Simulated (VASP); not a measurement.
Here is a VASP 6.6.1 calculation.

The input INCAR:

```
  PREC = Accurate
  ENCUT = 500
  EDIFF = 1E-6
  ISMEAR = 0
  SIGMA = 0.05
  LREAL = False
  LASPH = True
  NELM = 120
  ALGO = Normal
  ISIF = 2
  LWAVE = False
  LCHARG = True
  GGA = PE
  LELF = True
  LVHAR = True
  NBANDS = 11
  GGA_COMPAT = False
```

Contents of KPOINTS:

```
Automatic mesh
0
Gamma
  6 6 6
```

File POSCAR:

```
Ba
1.0
   -2.5133422143      2.5133422143      2.5133422143
    2.5133422143     -2.5133422143      2.5133422143
    2.5133422143      2.5133422143     -2.5133422143
Ba
1
Direct
    0.0000000000      0.0000000000      0.0000000000
```

Potentials or basis: VASP PAW PBE potentials, release 64 (Ba_sv).

The run is started by

```console
$ cat potpaw_PBE.64/Ba_sv/POTCAR > POTCAR
$ mpirun -np 1 vasp_std > vasp.out
```

Task: Predict the pressure.

Result: 0.1 GPa.

Task: Estimate the band gap on the k mesh.

Result: Zero (band 5 reaches 1.72 eV, above the bottom of band 6 at 1.08 eV).

Caveat: spin-orbit coupling is left out, which moves the levels of the heavy elements.
